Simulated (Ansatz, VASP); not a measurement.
BN: VASP beside Ansatz

```
B N
1.0
     0.00000    3.49532    2.16609
     1.25163    0.00000    2.16609
     1.25163    3.49532    0.00000
B N
1 1
Direct
  0.00005 0.00005 0.99995
  0.55034 0.67909 0.32091
```

Alike in both runs: task single point; functional PBE; dispersion D3(BJ); k mesh 12 × 12 × 12; occupations gaussian, width 0.05 eV; no spin polarisation.

|  | VASP | Ansatz |
| --- | --- | --- |
| version | VASP 6.6.1 | Ansatz 0.2.0 |
| potentials or method | VASP PAW PBE potentials, release 64 (B, N), cutoff 600 eV | scalar-relativistic, plane waves, PAW |
| valence electrons in the cell | 8 | 8 |

VASP gave:

| Item | Value |
| --- | --- |
| gap on the k mesh at the Fermi level (eV) | 0.65 |
| least direct gap on the mesh (eV) | 0.86 |
| pressure (GPa) | -1.1 |
| traceless stress, the component that is largest in VASP (GPa) | -24.02 |
| rms of the force components (eV/Å) | 3.579 |

Problem. Estimate Ansatz's values.

Solution. gap on the k mesh at the Fermi level (eV): 0.65; least direct gap on the mesh (eV): 0.86; pressure (GPa): -0.9; traceless stress, the component that is largest in VASP (GPa): -23.87; rms of the force components (eV/Å): 3.575.

Atom by atom the forces differ by 0.004 eV/Å (rms over components).
